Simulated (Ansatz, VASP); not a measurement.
## Two plane-wave programs on TiCo

```xyz
2
Lattice="3.0825 0.0000 0.0000 0.0000 3.0825 0.0000 0.0000 0.0000 3.0825" Properties=species:S:1:pos:R:3 pbc="T T T"
Ti    0.0000    0.0000    0.0000
Co    1.5413    1.5413    1.5413
```

Change from the starting cell: volume scaled by 1.1, no spin polarisation, PAW files.

Alike in both runs: task single point; functional PBE; k mesh 13 × 13 × 13; occupations fermi-dirac, width 0.03 eV; no spin polarisation.

|  | VASP | Ansatz |
| --- | --- | --- |
| version | VASP 6.6.1 | Ansatz 0.2.0 |
| potentials or method | VASP PAW PBE potentials, release 64 (Ti_sv, Co) | PAW with Ansatz's default frozen-core files, scalar-relativistic |
| plane-wave cutoff (eV) | 520 | 420 |
| valence electrons in the cell | 21 | 29 |

```tsv
	VASP	Ansatz	Ansatz less VASP
pressure (GPa)	-15.7	-15.6	+0.14
```

VASP's potentials hold 21 valence electrons a cell and Ansatz's 29, so a difference there can come from the potentials and not from the codes.
